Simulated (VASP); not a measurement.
# In (Fd-3m) in VASP: further runs

Runs on In. Level: BLYP. Tasks: single point, relaxation of cell and atoms.

Program: VASP 6.6.1. These are calculated values, not measurements. Logs are shortened: lines on timing, memory, paths and dates and some standing lists are left out, and cuts for length are marked.

**1. The cell of the first run**

It takes space group Fd-3m (No. 227, cubic). Conventional cell: a = 6.995 Å, b = 6.995 Å, c = 6.995 Å, α = 90.00°, β = 90.00°, γ = 90.00°. Within 4.0 Å of In (site symmetry -43m) lie 4 In at 3.03 Å.

This isn't the form of In at room conditions, which is tetragonal.

**2. Single point, BLYP**

INCAR

```
SYSTEM = In
PREC = Accurate ; ENCUT = 520
EDIFF = 1E-7 ; ISMEAR = -1
SIGMA = 0.1 ; LREAL = .False.
LASPH = .True. ; NELM = 100
ALGO = Normal ; ISIF = 2
LWAVE = .False. ; LCHARG = .False.
GGA = B5 ; ALDAX = 1.0
AGGAX = 1.0 ; AGGAC = 1.0
ALDAC = 0.0 ; NBANDS = 20
```

KPOINTS

```
Automatic mesh
0
Gamma
  8 8 8
  0 0 0
```

POSCAR

```
In
1.0
    0.0000000000      3.4975187911      3.4975187911
    3.4975187911      0.0000000000      3.4975187911
    3.4975187911      3.4975187911      0.0000000000
In
2
Direct
    0.1250000000      0.1250000000      0.1250000000
    0.8750000000      0.8750000000      0.8750000000
```

Potentials or basis: VASP PAW PBE potentials, release 64 (In_d).

On the command line:

```bash
cat potpaw_PBE.64/In_d/POTCAR > POTCAR
mpirun -np 1 vasp_std > vasp.out
```

OUTCAR:

```text
SYSTEM = In
   PREC = Accurate
   ENCUT = 520
   EDIFF = 1E-7
   ISMEAR = -1
   LREAL = .False.
   LASPH = .True.
   NELM = 100
   ISIF = 2
   GGA = B5

 ion  position               nearest neighbor table
   1  0.125  0.125  0.125-   2 3.03   2 3.03   2 3.03   2 3.03
   2  0.875  0.875  0.875-   1 3.03   1 3.03   1 3.03   1 3.03

  LATTYP: Found a face centered cubic cell.
 ALAT       =     6.9950375822

  Lattice vectors:

 A1 = (   0.0000000000,   3.4975187911,   3.4975187911)
 A2 = (   3.4975187911,   0.0000000000,   3.4975187911)
 A3 = (   3.4975187911,   3.4975187911,   0.0000000000)

Analysis of symmetry for initial positions (statically):
=====================================================================
 Subroutine PRICEL returns:
 Original cell was already a primitive cell.

 Routine SETGRP: Setting up the symmetry group for a
 face centered cubic supercell.

 Subroutine GETGRP returns: Found 48 space group operations
 (whereof 12 operations were pure point group operations)
 out of a pool of 48 trial point group operations.

The static configuration has the point symmetry D_3d.
 The point group associated with its full space group is O_h .

Analysis of symmetry for dynamics (positions and initial velocities):
=====================================================================
 Subroutine PRICEL returns:
 Original cell was already a primitive cell.

 Routine SETGRP: Setting up the symmetry group for a
 face centered cubic supercell.

 Subroutine GETGRP returns: Found 48 space group operations
 (whereof 12 operations were pure point group operations)
 out of a pool of 48 trial point group operations.

The dynamic configuration has the point symmetry D_3d.
 The point group associated with its full space group is O_h .

 Subroutine INISYM returns: Found 48 space group operations
 (whereof 12 operations are pure point group operations),
 and found     1 'primitive' translations

----------------------------------------------------------------------------------------

                                     Primitive cell

  volume of cell :      85.5678

  direct lattice vectors                    reciprocal lattice vectors
     0.000000000  3.497518791  3.497518791    -0.142958489  0.142958489  0.142958489
     3.497518791  0.000000000  3.497518791     0.142958489 -0.142958489  0.142958489
     3.497518791  3.497518791  0.000000000     0.142958489  0.142958489 -0.142958489
[... 80 lines left out ...]
   LSORBIT =      F    spin-orbit coupling
   LASPH  =      T    aspherical Exc in radial PAW
   ENCUT  =  520.0 eV  38.22 Ry    6.18 a.u.   9.20  9.20  9.20*2*pi/ulx,y,z
   NELM   =    100;   NELMIN=  2; NELMDL= -5     # of ELM steps
   EDIFF  = 0.1E-06   stopping-criterion for ELM
   LREAL  =      F    real-space projection
   EDIFFG = 0.1E-05   stopping-criterion for IOM
   NSW    =      0    number of steps for IOM
   IBRION =     -1    ionic relax: 0-MD 1-quasi-New 2-CG
   NFREE  =      0    steps in history (QN), initial steepest desc. (CG)
   ISIF   =      2    stress and relaxation
   ISYM   =      2    0-nonsym 1-usesym 2-fastsym
   POTIM  = 0.5000    time-step for ionic-motion
   TEBEG  =    0.0;   TEEND  =   0.0 temperature during run
   PSTRESS=    0.0 pullay stress
   NELECT =      26.0000    total number of electrons
   NUPDOWN=      -1.0000    fix difference up-down
   EMIN   =  10.00;   EMAX   =-10.00  energy-range for DOS
   EFERMI =   0.00;   METHOD = LEGACY
   ISMEAR =    -1;   SIGMA  =   0.10  broadening in eV -4-tet -1-fermi 0-gaus
   EFERMI_NEDOS =   21; number of points for ismear=-14 and -15
   IALGO  =     38    algorithm
   IMIX   =      4    mixing-type and parameters
     AMIX     =   0.40;   BMIX     =  1.00
     AMIX_MAG =   1.60;   BMIX_MAG =  1.00
  volume/ion in A,a.u.               =      42.78       288.72
  Fermi-wavevector in a.u.,A,eV,Ry     =   1.100599  2.079831 16.480993  1.211319
  Thomas-Fermi vector in A             =   2.237013
   LORBIT       =      0    0 simple, 1 ext, 2 COOP (PROOUT), +10 PAW based schemes
   GGA     = B5    functional components
   LHFCALC =     F    Hartree Fock is set to
   AEXX    =    0.0000 exact exchange contribution
   IVDW    =     0    specifies the selected vdW correction
   LEPSILON=     F    determine dielectric tensor
   LRPA    =     F    only Hartree local field effects (RPA)
 non-spin polarized calculation
  energy-cutoff  :      520.00
  volume of cell :       85.57
 maximum number of plane-waves:      2332
 NGX is ok and might be reduce to    40
   NGX = 19   NGY = 19   NGZ = 19

 number of electron      26.0000004 magnetization

 Free energy of the ion-electron system (eV)
  ---------------------------------------------------
  ext. energy  EPLUGINS =         0.00000000
  ---------------------------------------------------
  free energy    TOTEN  =        -3.49227088 eV

  energy without entropy =       -3.42326256  energy(sigma->0) =       -3.45776672

 E-fermi :   3.2340     XC(G=0):  -7.2559

 val. band max:        3.2002222253   @ k =  -0.2500   0.3750   0.1250
 cond. band min:       3.2362274713   @ k =  -0.3750   0.3750   0.0000
 fundamental gap:      0.0360052459
 Fermi energy:         3.2340381511

 k-point     1 :       0.0000    0.0000    0.0000
  band No.  band energies     occupation
      1     -11.2986      2.00000
      2     -11.2986      2.00000
      3     -11.2986      2.00000
      4     -11.2483      2.00000
      5     -11.2483      2.00000
      6     -10.9561      2.00000
[... 541 lines left out ...]
     19      10.7416      0.00000
     20      12.3402      0.00000

 [... further k-points ...]

------------------------ aborting loop because EDIFF is reached ----------------------------------------

  FORCE on cell =-STRESS in cart. coord.  units (eV):
  Direction    XX          YY          ZZ          XY          YZ          ZX
  --------------------------------------------------------------------------------------
  -------------------------------------------------------------------------------------
  Total       -0.0264625     -0.0264625     -0.0264625     -0.0000000      0.0000000      0.0000000
  in kB       -0.4954865     -0.4954865     -0.4954865     -0.0000000      0.0000000      0.0000000
  external PRESSURE =      -0.4954865 kB  Pullay stress =       0.0000000 kB

 VOLUME and BASIS-vectors are now :
 -----------------------------------------------------------------------------
  energy-cutoff  :      520.00
  volume of cell :       85.57
      direct lattice vectors                 reciprocal lattice vectors
     0.000000000  3.497518791  3.497518791    -0.142958489  0.142958489  0.142958489
     3.497518791  0.000000000  3.497518791     0.142958489 -0.142958489  0.142958489
     3.497518791  3.497518791  0.000000000     0.142958489  0.142958489 -0.142958489

 POSITION                                       TOTAL-FORCE (eV/Angst)
 -----------------------------------------------------------------------------------
      0.87438      0.87438      0.87438         0.000000     -0.000000      0.000000
      6.12066      6.12066      6.12066        -0.000000      0.000000     -0.000000
 -----------------------------------------------------------------------------------
    total drift:                                0.000000      0.000000     -0.000000

  FREE ENERGIE OF THE ION-ELECTRON SYSTEM (eV)
  ---------------------------------------------------
  free  energy   TOTEN  =        -3.4922708796 eV

  energy  without entropy=       -3.4232625614  energy(sigma->0) =       -3.45776672
```

Run time: 98 s. Hardware: 1 thread of Intel Xeon 8259CL, shared host; peak memory 0.25 GiB.

What came out:

```
Free energy            : -3.4923 eV
Pressure               : 0.0 GPa
Band gap on the k mesh : zero (bands 13 and 14 overlap by 2.79 eV)
```

Levels at points of the mesh, in eV from the Fermi level:
```
           k point  band 10  band 11  band 12  band 13  band 14  band 15  band 16  band 17
(0.00, 0.00, 0.00)   -14.17    -7.41     0.82     1.96     1.96     1.96     3.61     3.61
(0.50, 0.00, 0.00)   -14.13    -6.01    -3.72     0.88     0.88     1.56     4.55     4.55
(0.50, 0.50, 0.00)   -14.11    -4.76    -4.76    -0.31    -0.31     2.40     2.40     8.33
```

Caveat: the PAW data sets were made with another functional, which shifts forces and pressure a little; spin-orbit coupling is left out, which moves the levels of the heavy elements.

**3. Single point, BLYP (37.65 Å³/atom)**

This run uses another cell than the first one, of 37.65 Å³/atom.

INCAR

```
SYSTEM = In
AGGAC = 1.0 ; AGGAX = 1.0
ALDAC = 0.0 ; ALDAX = 1.0
ALGO = Normal ; EDIFF = 1E-6
ENCUT = 520 ; GGA = B5
ISIF = 2 ; ISMEAR = -1
LASPH = .True. ; LCHARG = .False.
LREAL = .False. ; LWAVE = .False.
NBANDS = 20 ; NELM = 60
PREC = Accurate ; SIGMA = 0.1
```

KPOINTS

```
k-points
0
Gamma
  9 9 9
  0 0 0
```

POSCAR

```
In
1.0
    0.0000000000      3.3516161972      3.3516161972
    3.3516161972      0.0000000000      3.3516161972
    3.3516161972      3.3516161972      0.0000000000
In
2
Direct
    0.1250000000      0.1250000000      0.1250000000
    0.8750000000      0.8750000000      0.8750000000
```

Potentials or basis: VASP PAW PBE potentials, release 64 (In_d).

On the command line:

```bash
cat potpaw_PBE.64/In_d/POTCAR > POTCAR
mpirun -np 1 vasp_std > vasp.out
```

OUTCAR:

```text
SYSTEM = In
   EDIFF = 1E-6
   ENCUT = 520
   GGA = B5
   ISIF = 2
   ISMEAR = -1
   LASPH = .True.
   LREAL = .False.
   NELM = 60
   PREC = Accurate

 ion  position               nearest neighbor table
   1  0.125  0.125  0.125-   2 2.90   2 2.90   2 2.90   2 2.90
   2  0.875  0.875  0.875-   1 2.90   1 2.90   1 2.90   1 2.90

  LATTYP: Found a face centered cubic cell.
 ALAT       =     6.7032323944

  Lattice vectors:

 A1 = (   0.0000000000,   3.3516161972,   3.3516161972)
[... 739 lines left out ...]
------------------------ aborting loop because EDIFF is reached ----------------------------------------

  FORCE on cell =-STRESS in cart. coord.  units (eV):
  Direction    XX          YY          ZZ          XY          YZ          ZX
  --------------------------------------------------------------------------------------
  -------------------------------------------------------------------------------------
  Total        1.0613453      1.0613453      1.0613453     -0.0000000     -0.0000000      0.0000000
  in kB       22.5826253     22.5826253     22.5826253     -0.0000000     -0.0000000      0.0000000
  external PRESSURE =      22.5826253 kB  Pullay stress =       0.0000000 kB

 VOLUME and BASIS-vectors are now :
 -----------------------------------------------------------------------------
  energy-cutoff  :      520.00
  volume of cell :       75.30
      direct lattice vectors                 reciprocal lattice vectors
     0.000000000  3.351616197  3.351616197    -0.149181759  0.149181759  0.149181759
     3.351616197  0.000000000  3.351616197     0.149181759 -0.149181759  0.149181759
     3.351616197  3.351616197  0.000000000     0.149181759  0.149181759 -0.149181759

 POSITION                                       TOTAL-FORCE (eV/Angst)
 -----------------------------------------------------------------------------------
      0.83790      0.83790      0.83790         0.000000      0.000000      0.000000
      5.86533      5.86533      5.86533        -0.000000     -0.000000     -0.000000
 -----------------------------------------------------------------------------------
    total drift:                                0.000000      0.000000      0.000000

  FREE ENERGIE OF THE ION-ELECTRON SYSTEM (eV)
  ---------------------------------------------------
  free  energy   TOTEN  =        -3.4333120173 eV

  energy  without entropy=       -3.3751987736  energy(sigma->0) =       -3.40425540
```

OSZICAR:

```text
N       E                     dE             d eps       ncg     rms          rms(c)
DAV:   1     0.213356891733E+03    0.21336E+03   -0.12806E+04  1408   0.159E+03
DAV:   2     0.136767066669E+02   -0.19968E+03   -0.19626E+03  1404   0.369E+02
DAV:   3    -0.291221856994E+01   -0.16589E+02   -0.16464E+02  1628   0.122E+02
DAV:   4    -0.345628160998E+01   -0.54406E+00   -0.54381E+00  1616   0.257E+01
DAV:   5    -0.348996620869E+01   -0.33685E-01   -0.33683E-01  2184   0.524E+00    0.358E+00
DAV:   6    -0.343868617302E+01    0.51280E-01   -0.11997E-01  1916   0.558E+00    0.145E+00
DAV:   7    -0.343284246853E+01    0.58437E-02   -0.27901E-02  1884   0.241E+00    0.414E-01
DAV:   8    -0.343322984736E+01   -0.38738E-03   -0.34073E-03  1764   0.470E-01    0.478E-02
DAV:   9    -0.343328952668E+01   -0.59679E-04   -0.91561E-05  1912   0.830E-02    0.225E-02
DAV:  10    -0.343331090272E+01   -0.21376E-04   -0.33940E-05  1488   0.435E-02    0.711E-03
DAV:  11    -0.343331191038E+01   -0.10077E-05   -0.81957E-07  1420   0.865E-03    0.130E-03
DAV:  12    -0.343331201729E+01   -0.10691E-06   -0.35510E-07  1176   0.353E-03
   1 F= -.34333120E+01 E0= -.34042554E+01  d E =-.581132E-01
```

stdout:

```text
POSCAR found type information on POSCAR In
 POSCAR found :  1 types and       2 ions
 scaLAPACK will be used
 -----------------------------------------------------------------------------
|                                                                             |
|                                                                             |
|     You enforced a specific xc type in the INCAR file but a different       |
|     I HOPE YOU KNOW WHAT YOU ARE DOING!                                     |
|                                                                             |
 -----------------------------------------------------------------------------

 LDA part: xc-table for (Slater(with rela. corr.)+VWN5), standard interpolation
 POSCAR, INCAR and KPOINTS ok, starting setup
 FFT: planning ... GRIDC
 FFT: planning ... GRID_SOFT
 FFT: planning ... GRID
 WAVECAR not read
 entering main loop
```

Wall time 80 s (1 thread of Intel Xeon 8259CL, shared host); peak memory 0.22 GiB.

Results:

* Free energy: -3.4333 eV
* Pressure: 2.3 GPa
* Band gap on the k mesh: zero (bands 13 and 14 overlap by 2.95 eV)

Levels at points of the mesh, in eV from the Fermi level:
| k point | band 11 | band 12 | band 13 | band 14 | band 15 | band 16 |
| --- | --- | --- | --- | --- | --- | --- |
| (0.00, 0.00, 0.00) | -7.94 | 1.81 | 2.24 | 2.24 | 2.24 | 3.90 |

Caveat: the PAW data sets were made with another functional, which shifts forces and pressure a little; spin-orbit coupling is left out, which moves the levels of the heavy elements.

(Continued in part 2 of 2.)
